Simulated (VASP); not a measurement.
# SiW12 in VASP: notebook

SiW12 is run at these levels: PBE; tasks: single point.

Everything below comes from runs of VASP 6.6.1. Logs are shortened: lines on timing, memory, paths and dates and some standing lists are left out, and cuts for length are marked.

**1. The cell of the first run**

The cell holds a slab with vacuum, 13 atoms: a = 5.709 Å, b = 5.709 Å, c = 19.445 Å, α = 90.00°, β = 90.00°, γ = 90.00°.

**2. Single point, PBE**

INCAR reads:

```
PREC = Accurate
ENCUT = 520
EDIFF = 1E-7
ISMEAR = 0
SIGMA = 0.1
LREAL = False
LASPH = True
NELM = 60
ALGO = Normal
ISIF = 2
LWAVE = False
LCHARG = False
LDIPOL = True
IDIPOL = 3
DIPOL = 0.5 0.5 0.324
GGA = PE
NBANDS = 98
```

KPOINTS reads:

```
regular mesh
0
Gamma
  5 5 1
```

POSCAR reads:

```
SiW12
1.0
    5.7094426449      0.0000000000      0.0000000000
    0.0000000000      5.7094426449      0.0000000000
    0.0000000000      0.0000000000     19.4446428585
W Si
12 1
Direct
    0.2500000000      0.2500000000      0.2057121866
    0.2500000000      0.7500000000      0.2057121866
    0.7500000000      0.2500000000      0.2057121866
    0.7500000000      0.7500000000      0.2057121866
    0.0000000000      0.0000000000      0.3071173000
    0.0000000000      0.5000000000      0.3071173000
    0.5000000000      0.0000000000      0.3071173000
    0.5000000000      0.5000000000      0.3071173000
    0.2500000000      0.2500000000      0.4085774635
    0.2500000000      0.7500000000      0.4085774635
    0.7500000000      0.2500000000      0.4085774635
    0.7500000000      0.7500000000      0.4085774635
    0.2500000000      0.3333333333      0.5267754817
```

Potentials or basis: VASP PAW PBE potentials, release 64 (W_sv, Si).

Launch:

```
cat potpaw_PBE.64/W_sv/POTCAR potpaw_PBE.64/Si/POTCAR > POTCAR
mpirun -np 1 vasp_std > vasp.out
```

OUTCAR:

```text
PREC = Accurate
   ENCUT = 520
   EDIFF = 1E-7
   ISMEAR = 0
   LREAL = False
   LASPH = True
   NELM = 60
   ISIF = 2
   GGA = PE

 ion  position               nearest neighbor table
   1  0.250  0.250  0.206-   5 2.82   6 2.82   7 2.82   8 2.82   2 2.85   3 2.85   2 2.85   3 2.85

   2  0.250  0.750  0.206-   5 2.82   6 2.82   7 2.82   8 2.82   1 2.85   4 2.85   1 2.85   4 2.85

   3  0.750  0.250  0.206-   5 2.82   6 2.82   7 2.82   8 2.82   1 2.85   4 2.85   4 2.85   1 2.85
[... 4 lines left out ...]
                             6 2.85   7 2.85   6 2.85   7 2.85
   6  0.000  0.500  0.307-   1 2.82   2 2.82   3 2.82   4 2.82   9 2.82  10 2.82  11 2.82  12 2.82
                             5 2.85   8 2.85   5 2.85   8 2.85
   7  0.500  0.000  0.307-   1 2.82   2 2.82   3 2.82   4 2.82   9 2.82  10 2.82  11 2.82  12 2.82
                             5 2.85   8 2.85   8 2.85   5 2.85
   8  0.500  0.500  0.307-   1 2.82   2 2.82   3 2.82   4 2.82   9 2.82  10 2.82  11 2.82  12 2.82
                             6 2.85   7 2.85   7 2.85   6 2.85
   9  0.250  0.250  0.409-  13 2.35   6 2.82   7 2.82   8 2.82   5 2.82  11 2.85  10 2.85  10 2.85
                            11 2.85
  10  0.250  0.750  0.409-   5 2.82   6 2.82   7 2.82   8 2.82   9 2.85  12 2.85   9 2.85  12 2.85
                            13 3.31
  11  0.750  0.250  0.409-   5 2.82   6 2.82   7 2.82   8 2.82   9 2.85  12 2.85  12 2.85   9 2.85

  12  0.750  0.750  0.409-   5 2.82   6 2.82   7 2.82   8 2.82  10 2.85  11 2.85  11 2.85  10 2.85

  13  0.250  0.333  0.527-   9 2.35  10 3.31

  LATTYP: Found a simple tetragonal cell.
 ALAT       =     5.7094426449
 C/A-ratio  =     3.4056989566

  Lattice vectors:

 A1 = (   5.7094426449,   0.0000000000,   0.0000000000)
 A2 = (   0.0000000000,   5.7094426449,   0.0000000000)
 A3 = (   0.0000000000,   0.0000000000,  19.4446428585)

Analysis of symmetry for initial positions (statically):
=====================================================================
 Subroutine PRICEL returns:
 Original cell was already a primitive cell.

 Routine SETGRP: Setting up the symmetry group for a
 simple tetragonal supercell.

 Subroutine GETGRP returns: Found  2 space group operations
 (whereof  1 operations were pure point group operations)
 out of a pool of 16 trial point group operations.

The static configuration has the point symmetry C_1 .
 The point group associated with its full space group is C_1h.

Analysis of symmetry for dynamics (positions and initial velocities):
=====================================================================
 Subroutine PRICEL returns:
 Original cell was already a primitive cell.

 Routine SETGRP: Setting up the symmetry group for a
 simple tetragonal supercell.
[... 135 lines left out ...]
  Thomas-Fermi vector in A             =   2.195237
   LORBIT       =      0    0 simple, 1 ext, 2 COOP (PROOUT), +10 PAW based schemes
   GGA     = PE    functional components
   LHFCALC =     F    Hartree Fock is set to
   AEXX    =    0.0000 exact exchange contribution
   IVDW    =     0    specifies the selected vdW correction
   LEPSILON=     F    determine dielectric tensor
   LRPA    =     F    only Hartree local field effects (RPA)
 non-spin polarized calculation
 Gauss-broadening in eV      SIGMA  =   0.10
  energy-cutoff  :      520.00
  volume of cell :      633.85
 maximum number of plane-waves:     17090
   NGX = 21   NGY = 21   NGZ = 73

 dipolmoment           0.000000      0.000000     -0.026425 electrons x Angstroem

 number of electron     172.0000023 magnetization

 dipolmoment           0.000000      0.000000      0.058480 electrons x Angstroem

 Free energy of the ion-electron system (eV)
  ---------------------------------------------------
  ext. energy  EPLUGINS =         0.00000000
  ---------------------------------------------------
  free energy    TOTEN  =      -141.03585249 eV

  energy without entropy =     -140.92899792  energy(sigma->0) =     -140.98242521

 E-fermi :   0.4719     XC(G=0):  -5.6975

 val. band max:        0.4583752901   @ k =   0.2000   0.0000   0.0000
 cond. band min:       0.4870124675   @ k =   0.4000   0.2000   0.0000
 fundamental gap:      0.0286371774
 Fermi energy:         0.4719487900

 k-point     1 :       0.0000    0.0000    0.0000
  band No.  band energies     occupation
      1     -73.4039      2.00000
      2     -73.3857      2.00000
      3     -73.3381      2.00000
      4     -73.3198      2.00000
      5     -73.2981      2.00000
      6     -73.2875      2.00000
[... 898 lines left out ...]
     97       1.4443      0.00000
     98       1.7130      0.00000

------------------------ aborting loop because EDIFF is reached ----------------------------------------

 vacuum level on the upper side and lower side of the slab       (xc-potential included)        -0.008        -0.276

  FORCE on cell =-STRESS in cart. coord.  units (eV):
  Direction    XX          YY          ZZ          XY          YZ          ZX
  --------------------------------------------------------------------------------------
  -------------------------------------------------------------------------------------
  Total      -26.5144607    -25.9905867      2.1974472      0.0000000      0.6656472      0.0000000
  in kB      -67.0202402    -65.6960511      5.5544574      0.0000000      1.6825475      0.0000000
  external PRESSURE =     -42.3872780 kB  Pullay stress =       0.0000000 kB

 VOLUME and BASIS-vectors are now :
 -----------------------------------------------------------------------------
  energy-cutoff  :      520.00
  volume of cell :      633.85
      direct lattice vectors                 reciprocal lattice vectors
     5.709442645  0.000000000  0.000000000     0.175148445  0.000000000  0.000000000
     0.000000000  5.709442645  0.000000000     0.000000000  0.175148445  0.000000000
     0.000000000  0.000000000 19.444642858     0.000000000  0.000000000  0.051428047

 POSITION                                       TOTAL-FORCE (eV/Angst)
 -----------------------------------------------------------------------------------
      1.42736      1.42736      4.00000         0.000000     -0.047759      0.242785
      1.42736      4.28208      4.00000         0.000000      0.062254     -0.068766
      4.28208      1.42736      4.00000         0.000000      0.059550     -0.089914
      4.28208      4.28208      4.00000         0.000000     -0.038844     -0.137984
      0.00000      0.00000      5.97179        -0.160528     -0.194434     -0.255594
      0.00000      2.85472      5.97179        -0.288574      0.245903     -0.279456
      2.85472      0.00000      5.97179         0.160528     -0.194434     -0.255594
      2.85472      2.85472      5.97179         0.288574      0.245903     -0.279456
      1.42736      1.42736      7.94464         0.000000     -0.170866      0.035526
      1.42736      4.28208      7.94464         0.000000     -0.334321      0.491576
      4.28208      1.42736      7.94464         0.000000      0.098559      0.376618
      4.28208      4.28208      7.94464         0.000000     -0.170035      0.212372
      1.42736      1.90315     10.24296         0.000000      0.438526      0.007889
 -----------------------------------------------------------------------------------
    total drift:                               -0.000000      0.000081      0.000437

  FREE ENERGIE OF THE ION-ELECTRON SYSTEM (eV)
  ---------------------------------------------------
  free  energy   TOTEN  =      -141.0358524909 eV

  energy  without entropy=     -140.9289979230  energy(sigma->0) =     -140.98242521

 vacuum level on the upper side and lower side of the slab         5.269         4.989
```

OSZICAR:

```text
N       E                     dE             d eps       ncg     rms          rms(c)
DAV:   1     0.209180433211E+04    0.20918E+04   -0.10570E+05  2268   0.164E+03
DAV:   2    -0.484502859934E+02   -0.21403E+04   -0.21087E+04  1982   0.506E+02
DAV:   3    -0.145821810828E+03   -0.97372E+02   -0.92951E+02  2166   0.104E+02
[... 28 lines left out ...]
DAV:  32    -0.141035845625E+03   -0.10076E-04   -0.42868E-07  1352   0.247E-03    0.793E-04
DAV:  33    -0.141035848651E+03   -0.30262E-05   -0.16117E-07  1336   0.161E-03    0.107E-03
DAV:  34    -0.141035851722E+03   -0.30713E-05   -0.19780E-07  1198   0.151E-03    0.534E-04
DAV:  35    -0.141035852121E+03   -0.39908E-06   -0.25787E-08  1152   0.615E-04    0.251E-04
DAV:  36    -0.141035852436E+03   -0.31415E-06   -0.39216E-08  1134   0.403E-04    0.303E-04
DAV:  37    -0.141035852491E+03   -0.55406E-07   -0.83343E-09   986   0.495E-04
   1 F= -.14103585E+03 E0= -.14098243E+03  d E =-.106855E+00
```

It took 38 min on 1 thread of Intel Xeon Platinum 8259CL at 2.50GHz (Skylake/Cascade Lake), shared host; peak memory 0.81 GiB.

What came out:

* Free energy: -141.0359 eV
* Largest force: 0.594 eV/Å
* Band gap on the k mesh: zero (bands 86 and 87 overlap by 0.17 eV)

Forces on the atoms (eV/Å):
```
W    0.000 -0.048  0.243
W    0.000  0.062 -0.069
W    0.000  0.060 -0.090
W    0.000 -0.039 -0.138
W   -0.161 -0.194 -0.256
W   -0.289  0.246 -0.279
W    0.161 -0.194 -0.256
W    0.289  0.246 -0.279
W    0.000 -0.171  0.036
W    0.000 -0.334  0.492
W    0.000  0.099  0.377
W    0.000 -0.170  0.212
Si   0.000  0.439  0.008
```

Levels at points of the mesh, in eV from the Fermi level:
| k point | band 83 | band 84 | band 85 | band 86 | band 87 | band 88 | band 89 | band 90 |
| --- | --- | --- | --- | --- | --- | --- | --- | --- |
| (0.00, 0.00, 0.00) | -0.28 | -0.26 | -0.08 | -0.08 | 0.38 | 0.60 | 0.64 | 1.03 |

Caveat: spin-orbit coupling is left out, which moves the levels of the heavy elements.

**3. Single point, PBE**

INCAR reads:

```
SYSTEM = SiW12
  PREC = Accurate
  ENCUT = 520
  EDIFF = 1E-6
  ISMEAR = 0
  SIGMA = 0.1
  LREAL = .FALSE.
  LASPH = .TRUE.
  NELM = 100
  ALGO = Normal
  ISIF = 2
  LWAVE = .FALSE.
  LCHARG = .FALSE.
  LDIPOL = .TRUE.
  IDIPOL = 3
  DIPOL = 0.5 0.5 0.323
  GGA = PE
  NBANDS = 98
```

KPOINTS reads:

```
regular mesh
0
G
  5 5 1
  0 0 0
```

POSCAR, as its differences from that of step 2:

```diff
@@ -20,2 +20,2 @@
     0.7500000000      0.7500000000      0.4085774635
-    0.2500000000      0.3333333333      0.5267754817
+    0.3333333333      0.5000000000      0.5075754058
```

Potentials or basis: VASP PAW PBE potentials, release 64 (W_sv, Si).

Launch:

```
cat potpaw_PBE.64/W_sv/POTCAR potpaw_PBE.64/Si/POTCAR > POTCAR
mpirun -np 1 vasp_std > vasp.out
```

It took 35 min on 1 thread of Intel Xeon Platinum 8259CL at 2.50GHz (Skylake/Cascade Lake), shared host; peak memory 0.79 GiB.

Results (log left out):

| Item | Value |
| --- | --- |
| Free energy | -141.9084 eV |
| Largest force | 0.726 eV/Å |
| Band gap on the k mesh | zero (bands 86 and 87 overlap by 0.17 eV) |

Forces in eV/Å, atoms in the order of the input:
```
W    0.026 -0.076  0.027
W    0.026  0.076  0.027
W    0.004  0.039 -0.131
W    0.004 -0.039 -0.131
W    0.043  0.000 -0.256
W   -0.370  0.000 -0.204
W    0.233  0.000 -0.294
W    0.057  0.000 -0.376
W   -0.246 -0.492  0.260
W   -0.246  0.492  0.260
W   -0.128  0.288  0.406
W   -0.128 -0.288  0.406
Si   0.726  0.000  0.008
```

Levels at points of the mesh, in eV from the Fermi level:
```
           k point  band 82  band 83  band 84  band 85  band 86  band 87  band 88  band 89  band 90  band 91
(0.00, 0.00, 0.00)    -0.32    -0.30    -0.25    -0.09     0.03     0.27     0.51     0.62     1.00     1.02
```

Caveat: spin-orbit coupling is left out, which moves the levels of the heavy elements.
